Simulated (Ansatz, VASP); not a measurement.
**One calculation of ScAl3, two programs**

Contents of INCAR:

```
SYSTEM = ScAl3
PREC     = Accurate       ! precision mode
ENCUT    = 520            ! plane-wave cutoff, eV
EDIFF    = 1E-7           ! SCF threshold, eV
ISMEAR   = 0              ! smearing method
SIGMA    = 0.1            ! smearing width, eV
LREAL    = .FALSE.        ! projectors in reciprocal space
LASPH    = .TRUE.         ! aspherical terms in the spheres
NELM     = 60             ! most SCF steps
ALGO     = Normal         ! electronic algorithm
ISIF     = 2              ! what is computed and relaxed
LWAVE    = .FALSE.        ! write WAVECAR
LCHARG   = .TRUE.         ! write CHGCAR
GGA      = PE             ! functional
LELF     = .TRUE.         ! ELF
LVHAR    = .TRUE.       
NBANDS   = 18             ! bands
```

The input KPOINTS:

```
regular mesh
0
G
  10 10 10
  0 0 0
```

File POSCAR:

```
ScAl3
1.0
    4.2513597109      0.0000000000      0.0000000000
    0.0000000000      4.2513597109      0.0000000000
    0.0000000000      0.0000000000      4.2513597109
Sc Al
1 3
Direct
    0.0000000000      0.0000000000      0.0000000000
    0.5000000000      0.0000000000      0.5000000000
    0.0000000000      0.5000000000      0.5000000000
    0.5000000000      0.5000000000      0.0000000000
```

Input for Ansatz:

```yaml
crystal:
  lattice:
    - [4.2513597109, 0.0, 0.0]
    - [0.0, 4.2513597109, 0.0]
    - [0.0, 0.0, 4.2513597109]
  atoms:
    - { symbol: Sc, position: [0.0, 0.0, 0.0] }
    - { symbol: Al, position: [0.5, 0.0, 0.5] }
    - { symbol: Al, position: [0.0, 0.5, 0.5] }
    - { symbol: Al, position: [0.5, 0.5, 0.0] }
basis:
  ecutwfc: 420
kpoints:
  mp_grid: { grid: [10, 10, 10] }
hamiltonian:
  xc: pbe
scf:
  occupations: { method: gaussian, width: 0.1 }
output:
  forces: true
  stress: true
  eigenvalues: true
  populations: true
```

Alike in both runs: task single point; functional PBE; k mesh 10 × 10 × 10; occupations gaussian, width 0.1 eV; no spin polarisation.

```csv
,VASP,Ansatz
version,VASP 6.6.1,Ansatz 0.2.0
potentials or method,"VASP PAW PBE potentials, release 64 (Sc_sv, Al), cutoff 520 eV","scalar-relativistic, plane waves, PAW"
valence electrons in the cell,20,20
```

|  | VASP | Ansatz | Ansatz less VASP |
| --- | --- | --- | --- |
| gap on the k mesh at the Fermi level (eV) | none | none | - |
| pressure (GPa) | -7.2 | -7.2 | -0.01 |

A gap of «none» marks a metal or a gap that the smearing closes.
